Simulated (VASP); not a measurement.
Wanted: the native input for a VASP 6.6.1 run.

| Item | Value |
| --- | --- |
| Task | single point |
| Functional | PBE |
| Dispersion | D3(BJ) |
| Potentials or basis | VASP PAW PBE potentials, release 64 (B, N) |
| Cutoff | 520 eV |
| k mesh | 12 × 12 × 4 |
| Occupations | gaussian, width 0.05 eV |
| Spin | no spin polarisation |
| Dipole correction | no |
| Further INCAR settings | ALGO = Normal; EDIFF = 1e-06; NBANDS = 16 |

The structure of BN lies in POSCAR:

```
BN
1.0
    2.5061233057      0.0000000000      0.0000000000
   -1.2530616528      2.1703664477      0.0000000000
    0.0000000000      0.0000000000      6.5973571420
B N
2 2
Direct
    0.0221160809      0.0442321619      0.4417948746
    0.3333333333      0.6666666667      0.0000000000
    0.0000000000      0.0000000000      0.0000000000
    0.6666666667      0.3333333333      0.5000000000
```

This cell differs from its parent crystal: atom 1 (B) moved by +0.096 Å along [1 2 0] and -0.384 Å along [0 0 1].

These files were run (other wordings do the same):

INCAR

```
PREC = Accurate
ENCUT = 520
EDIFF = 1E-6
ISMEAR = 0
SIGMA = 0.05
LREAL = F
LASPH = T
NELM = 100
ALGO = Normal
ISIF = 2
LWAVE = F
LCHARG = T
GGA = PE
IVDW = 12
LELF = T
LVHAR = T
NBANDS = 16
```

KPOINTS

```
regular mesh
0
Gamma
  12 12 4
```

Potentials or basis: VASP PAW PBE potentials, release 64 (B, N).

Run with:

```sh
$ cat potpaw_PBE.64/B/POTCAR potpaw_PBE.64/N/POTCAR > POTCAR
$ mpirun -np 1 vasp_std > vasp.out
```

Results of the run:

```json
{
  "Pressure": "-2.9 GPa",
  "Largest force": "5.605 eV/Å",
  "Band gap on the k mesh": "2.79 eV, indirect (least direct gap 3.11 eV)",
  "Dispersion energy per atom": "-0.143 eV"
}
```

Caveat: the cell differs from its parent crystal (atom 1 (B) moved by +0.096 Å along [1 2 0] and -0.384 Å along [0 0 1]); forces of over 1 eV/Å act on the atoms, so gaps and moduli don't describe the material at rest.

Wall time 45 s on 1 thread of Intel(R) Xeon(R) 6975P-C (Granite Rapids) (shared host), peak memory 0.21 GiB.
